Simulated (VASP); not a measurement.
Au, 6 atoms in the cell. Symmetry: P-3m1, No. 164, trigonal system. Conventional cell: a = 2.893 Å, b = 2.893 Å, c = 15.672 Å, α = 90.00°, β = 90.00°, γ = 120.00°. Within 3.8 Å of Au (site symmetry 3m) lie 9 Au at 2.89 Å. Within 3.8 Å of Au (site symmetry 3m) lie 12 Au at 2.89 Å. Within 3.8 Å of Au (site symmetry 3m) lie 12 Au at 2.89 Å.  This cell differs from its parent crystal: the distance across one plane changed.

- Program: VASP 6.6.1
- Task: single point
- Functional: PBEsol
- Potentials or basis: VASP PAW PBE potentials, release 64 (Au)
- Cutoff: 520 eV
- k mesh: 18 × 18 × 4
- Occupations: gaussian, width 0.15 eV
- Spin: no spin polarisation
- Dipole correction: no
- Further INCAR settings: ALGO = Fast; EDIFF = 1e-06; NBANDS = 42

Potentials or basis: VASP PAW PBE potentials, release 64 (Au).

Run with:

```bash
$ cat potpaw_PBE.64/Au/POTCAR > POTCAR
$ mpirun -np 1 vasp_std > vasp.out
```

Hardware: 1 thread of Oxide Virtual Turin-like Processor (shared host).

Question: Estimate the wall time of this run.

Answer: Wall time 9.2 min on 1 thread of Oxide Virtual Turin-like Processor (shared host), peak memory 0.53 GiB. Counts: scf iterations 15, k points 138.
